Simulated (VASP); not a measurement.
# CsI (Pm-3m) in VASP: settings compared, part 2 of 2

VASP 6.6.1. Earlier steps stand in the parts before.

## Step 4: Single point, PBE

INCAR reads:

```
SYSTEM = CsI
ALGO = Normal
EDIFF = 1E-6
ENCUT = 500
GGA = PE
GGA_COMPAT = .False.
ISIF = 2
ISMEAR = 1
LASPH = .True.
LCHARG = .False.
LREAL = .False.
LWAVE = .False.
NBANDS = 15
NELM = 120
PREC = Accurate
SIGMA = 0.5
```

KPOINTS reads:

```
k-points
0
Gamma
  4 4 4
  0 0 0
```

POSCAR reads:

```
CsI
1.0
    4.6080833777      0.0000000000      0.0000000000
    0.0000000000      4.6080833777      0.0000000000
    0.0000000000      0.0000000000      4.6080833777
Cs I
1 1
Direct
    0.0000000000      0.0000000000      0.0000000000
    0.5000000000      0.5000000000      0.5000000000
```

Potentials or basis: VASP PAW PBE potentials, release 64 (Cs_sv, I).

Run with:

```bash
$ cat potpaw_PBE.64/Cs_sv/POTCAR potpaw_PBE.64/I/POTCAR > POTCAR
$ mpirun -np 1 vasp_std > vasp.out
```

OUTCAR:

```text
SYSTEM = CsI
   EDIFF = 1E-6
   ENCUT = 500
   GGA = PE
   ISIF = 2
   ISMEAR = 1
   LASPH = .True.
   LREAL = .False.
   NELM = 120
   PREC = Accurate

 ion  position               nearest neighbor table
   1  0.000  0.000  0.000-
   2  0.500  0.500  0.500-

  LATTYP: Found a simple cubic cell.
 ALAT       =     4.6080833777

  Lattice vectors:

 A1 = (   4.6080833777,   0.0000000000,   0.0000000000)
 A2 = (   0.0000000000,   4.6080833777,   0.0000000000)
 A3 = (   0.0000000000,   0.0000000000,   4.6080833777)

Analysis of symmetry for initial positions (statically):
=====================================================================
 Subroutine PRICEL returns:
 Original cell was already a primitive cell.

 Routine SETGRP: Setting up the symmetry group for a
 simple cubic supercell.

 Subroutine GETGRP returns: Found 48 space group operations
 (whereof 48 operations were pure point group operations)
 out of a pool of 48 trial point group operations.

The static configuration has the point symmetry O_h .
[... 156 lines left out ...]
      1     -19.7667      2.00000
      2      -9.9671      2.00000
      3      -6.4713      2.00000
      4      -6.4713      2.00000
      5      -6.4713      2.00000
      6       0.5582      1.87866
      7       0.5582      1.87866
      8       0.5582      1.87866
      9       4.4432     -0.00000
     10       4.8748     -0.00000
     11       4.8748     -0.00000
     12       8.3585     -0.00000
     13       8.3585     -0.00000
     14       8.3585     -0.00000
[... 149 lines left out ...]
      2      -9.7128      2.00000
      3      -6.7045      2.00000
      4      -6.7045      2.00000
      5      -6.7045      2.00000
      6      -0.5921      2.00025
      7      -0.5921      2.00025
      8      -0.5921      2.00025
      9       7.7436     -0.00000
     10       7.7436     -0.00000
     11       7.7436     -0.00000
     12       8.3898     -0.00000
     13       8.3898     -0.00000
     14       8.3898     -0.00000
     15      10.3107     -0.00000

------------------------ aborting loop because EDIFF is reached ----------------------------------------

  FORCE on cell =-STRESS in cart. coord.  units (eV):
  Direction    XX          YY          ZZ          XY          YZ          ZX
  --------------------------------------------------------------------------------------
  -------------------------------------------------------------------------------------
  Total        0.2439994      0.2439994      0.2439994      0.0000000      0.0000000      0.0000000
  in kB        3.9951991      3.9951991      3.9951991      0.0000000      0.0000000      0.0000000
  external PRESSURE =       3.9951991 kB  Pullay stress =       0.0000000 kB

 VOLUME and BASIS-vectors are now :
 -----------------------------------------------------------------------------
  energy-cutoff  :      500.00
  volume of cell :       97.85
      direct lattice vectors                 reciprocal lattice vectors
     4.608083378  0.000000000  0.000000000     0.217009962  0.000000000  0.000000000
     0.000000000  4.608083378  0.000000000     0.000000000  0.217009962  0.000000000
     0.000000000  0.000000000  4.608083378     0.000000000  0.000000000  0.217009962

 POSITION                                       TOTAL-FORCE (eV/Angst)
 -----------------------------------------------------------------------------------
      0.00000      0.00000      0.00000         0.000000      0.000000      0.000000
      2.30404      2.30404      2.30404         0.000000      0.000000      0.000000
 -----------------------------------------------------------------------------------
    total drift:                               -0.000000      0.000000      0.000000

  FREE ENERGIE OF THE ION-ELECTRON SYSTEM (eV)
  ---------------------------------------------------
  free  energy   TOTEN  =        -5.4072185632 eV

  energy  without entropy=       -5.4603325450  energy(sigma->0) =       -5.42492322
```

OSZICAR:

```text
N       E                     dE             d eps       ncg     rms          rms(c)
DAV:   1     0.823675102767E+02    0.82368E+02   -0.58075E+03   300   0.835E+02
DAV:   2     0.182016617811E+01   -0.80547E+02   -0.73123E+02   406   0.142E+02
DAV:   3    -0.544423496389E+01   -0.72644E+01   -0.72326E+01   384   0.455E+01
DAV:   4    -0.554799242666E+01   -0.10376E+00   -0.10375E+00   409   0.651E+00
DAV:   5    -0.554932821394E+01   -0.13358E-02   -0.13358E-02   405   0.728E-01    0.157E+00
DAV:   6    -0.542861803024E+01    0.12071E+00   -0.94374E-02   370   0.152E+00    0.109E+00
DAV:   7    -0.540337580127E+01    0.25242E-01   -0.99929E-02   377   0.152E+00    0.606E-01
DAV:   8    -0.540746273148E+01   -0.40869E-02   -0.13268E-02   321   0.617E-01    0.130E-01
DAV:   9    -0.540713385109E+01    0.32888E-03   -0.56141E-04   384   0.123E-01    0.556E-02
DAV:  10    -0.540722244219E+01   -0.88591E-04   -0.29307E-04   314   0.909E-02    0.344E-02
DAV:  11    -0.540721771013E+01    0.47321E-05   -0.96013E-06   384   0.154E-02    0.164E-02
DAV:  12    -0.540721918695E+01   -0.14768E-05   -0.21704E-06   348   0.997E-03    0.697E-03
DAV:  13    -0.540721856318E+01    0.62377E-06   -0.12509E-06   291   0.581E-03
   1 F= -.54072186E+01 E0= -.54249232E+01  d E =0.531140E-01
```

Wall time 17 s (1 thread of Intel Xeon Platinum 8259CL at 2.50GHz (Skylake/Cascade Lake), shared host); peak memory 0.2 GiB.

Results:

```yaml
Free_energy: -5.4072 eV
Pressure: 0.4 GPa
Band_gap_on_the_k_mesh: 3.79 eV, indirect (least direct gap 3.88 eV)
```

Levels at points of the mesh, in eV from the valence-band top:
```tsv
k point	band 5	band 6	band 7	band 8	band 9	band 10	band 11	band 12
(0.00, 0.00, 0.00)	-7.12	-0.09	-0.09	-0.09	3.79	4.22	4.22	7.71
(0.50, 0.00, 0.00)	-7.06	-1.50	-0.23	-0.23	5.21	6.38	6.61	6.83
(0.50, 0.50, 0.00)	-7.03	-0.84	-0.84	0.00	4.25	4.91	6.10	6.10
(0.50, 0.50, 0.50)	-7.36	-1.24	-1.24	-1.24	7.09	7.09	7.09	7.74
```

Caveat: spin-orbit coupling is left out, which moves the levels of the heavy elements. A k mesh can miss the band edges.

## Step 5: Single point, r2SCAN

POSCAR is that of step 4.

INCAR.step1 reads:

```
SYSTEM = CsI
ALGO = Normal
EDIFF = 1E-5
ENCUT = 550
GGA = PE
GGA_COMPAT = .False.
ISMEAR = 0
LASPH = .True.
LCHARG = .False.
LREAL = .False.
LWAVE = .True.
NBANDS = 15
NELM = 120
PREC = Accurate
SIGMA = 0.01
```

INCAR.step2 reads:

```
SYSTEM = CsI
ALGO = Normal
EDIFF = 1E-6
ENCUT = 550
GGA_COMPAT = .False.
ISIF = 2
ISMEAR = 0
ISTART = 1
LASPH = .True.
LCHARG = .True.
LELF = .True.
LMIXTAU = .True.
LREAL = .False.
LVHAR = .True.
LWAVE = .False.
METAGGA = R2SCAN
NBANDS = 15
NELM = 120
PREC = Accurate
SIGMA = 0.01
```

KPOINTS is that of step 4.

Run with:

```bash
$ cat potpaw_PBE.64/Cs_sv/POTCAR potpaw_PBE.64/I/POTCAR > POTCAR
$ cp INCAR.step1 INCAR
$ mpirun -np 1 vasp_std > vasp.out
$ cp INCAR.step2 INCAR
$ mpirun -np 1 vasp_std > vasp.out
```

Wall time 71 s (1 thread of Intel Xeon Platinum 8259CL at 2.50GHz (Skylake/Cascade Lake), shared host); peak memory 0.22 GiB.

It converged, with:

- Free energy: -53.1239 eV
- Pressure: 0.1 GPa
- Band gap on the k mesh: 4.50 eV, indirect (least direct gap 4.59 eV)

Levels at points of the mesh, in eV from the valence-band top:
```
           k point  band 6  band 7  band 8  band 9  band 10  band 11
(0.00, 0.00, 0.00)   -0.09   -0.09   -0.09    4.50     4.65     4.65
(0.50, 0.00, 0.00)   -1.49   -0.22   -0.22    5.66     7.03     7.22
(0.50, 0.50, 0.00)   -0.86   -0.86    0.00    4.76     5.50     6.66
(0.50, 0.50, 0.50)   -1.25   -1.25   -1.25    7.66     7.66     7.66
```

Caveat: the PAW data sets were made with another functional, which shifts forces and pressure a little; spin-orbit coupling is left out, which moves the levels of the heavy elements.

## Step 6: Single point, PBE

INCAR reads:

```
PREC = Accurate
ENCUT = 500
EDIFF = 1E-6
ISMEAR = 0
SIGMA = 0.01
LREAL = False
LASPH = True
NELM = 120
ALGO = Normal
ISIF = 2
LWAVE = False
LCHARG = True
GGA = PE
LELF = True
LVHAR = True
ISYM = 0
NBANDS = 15
GGA_COMPAT = False
```

KPOINTS reads:

```
Automatic mesh
0
Gamma
  4 4 4
  0 0 0.5
```

POSCAR is that of step 5.

Potentials or basis: VASP PAW PBE potentials, release 64 (Cs_sv, I).

Run with:

```bash
$ cat potpaw_PBE.64/Cs_sv/POTCAR potpaw_PBE.64/I/POTCAR > POTCAR
$ mpirun -np 1 vasp_std > vasp.out
```

Wall time 2 min (1 thread of Intel Xeon Platinum 8259CL at 2.50GHz (Skylake/Cascade Lake), shared host); peak memory 0.29 GiB.

It converged, with:

```
Free energy            : -5.4367 eV
Pressure               : 0.4 GPa
Band gap on the k mesh : 4.17 eV, indirect (least direct gap 4.24 eV)
```

Levels at points of the mesh, in eV from the valence-band top:
```
           k point  band 5  band 6  band 7  band 8  band 9  band 10  band 11  band 12
(0.00, 0.00, 0.12)   -7.09   -0.33   -0.08   -0.08    4.17     4.35     4.59     7.69
```

Caveat: spin-orbit coupling is left out, which moves the levels of the heavy elements. A hybrid or GW would open this gap; PBE tends to underestimate it.

## Step 7: Overview

```csv
level,k mesh,cutoff (eV),smearing,gap on the mesh (eV),pressure (GPa)
PBE,"4 × 4 × 4, shifted",500,gaussian 0.01 eV,4.17,0.4
PBE,4 × 4 × 4,500,methfessel-paxton 0.05 eV,3.79,0.5
PBE,4 × 4 × 4,500,methfessel-paxton 0.5 eV,3.79,0.4
r2SCAN,4 × 4 × 4,550,gaussian 0.01 eV,4.50,0.1
```

Alike in all rows: task single point; potentials or basis VASP PAW PBE potentials, release 64 (Cs_sv, I); no spin polarisation; cell as given.

On the cell as given the gap runs from 3.79 eV (PBE) to 4.50 eV (r2SCAN). The pressure there spans 0.1 GPa (r2SCAN) to 0.5 GPa (PBE); a positive pressure means that this level wants a larger cell, a negative one a smaller.

Caveats: spin-orbit coupling is left out, which moves the levels of the heavy elements; the PAW data sets were made with another functional, which shifts forces and pressure a little (some runs).

Absolute energies hang on the potentials; compare differences alone.
